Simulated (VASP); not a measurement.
# SiO2: single point with PBE

Crystal: SiO2.

```
Si O
1.0
     4.34769    0.00000    0.00000
     0.00000    4.34769    0.00000
     0.00000    0.00000    2.70731
Si O
2 4
Direct
  0.00000 0.00000 0.00000
  0.50000 0.50000 0.50000
  0.31050 0.31050 0.00000
  0.18950 0.81050 0.50000
  0.68950 0.68950 0.00000
  0.81050 0.18950 0.50000
```

```
Program                : VASP 6.6.1
Task                   : single point
Functional             : PBE
Potentials or basis    : VASP PAW PBE potentials, release 64 (Si, O)
Cutoff                 : 520 eV
k mesh                 : 6 × 6 × 8
Occupations            : gaussian, width 0.02 eV
Spin                   : no spin polarisation
Dipole correction      : no
Further INCAR settings : ALGO = Normal; EDIFF = 1e-06; NBANDS = 25
```

The pressure is -12.3 GPa. The largest force is 0.024 eV/Å and the band gap on the k mesh is 4.29 eV.

Forces in eV/Å, atoms in the order of the input:
```
Si   0.000  0.000  0.000
Si   0.000  0.000  0.000
O   -0.017 -0.017  0.000
O    0.017 -0.017  0.000
O    0.017  0.017  0.000
O   -0.017  0.017  0.000
```

Stress tensor (GPa, compression positive):
```
-12.52   0.00   0.00
  0.00 -12.52   0.00
  0.00   0.00 -11.84
```

Levels at points of the mesh, in eV from the valence-band top:
```tsv
k point	band 13	band 14	band 15	band 16	band 17	band 18	band 19	band 20
(0.00, 0.00, 0.00)	-2.50	-0.78	-0.78	0.00	4.29	6.54	8.15	8.15
(0.50, 0.00, 0.00)	-2.47	-2.47	-1.02	-1.02	6.69	6.69	8.75	8.75
(0.50, 0.50, 0.00)	-2.20	-2.20	-1.99	-1.99	6.43	6.43	9.46	9.46
(0.00, 0.00, 0.50)	-2.48	-2.48	-2.39	-2.39	7.97	7.97	11.07	11.07
(0.50, 0.00, 0.50)	-2.08	-2.08	-1.49	-1.49	7.94	7.94	8.69	8.69
(0.50, 0.50, 0.50)	-1.73	-1.73	-1.30	-1.30	6.39	6.39	9.97	9.97
```

Run time: 100 s on 1 thread of Intel Xeon 8259CL, with other jobs on the host, peak memory 0.18 GiB.

Caveat: the cell stands under tension. A k mesh can miss the band edges.
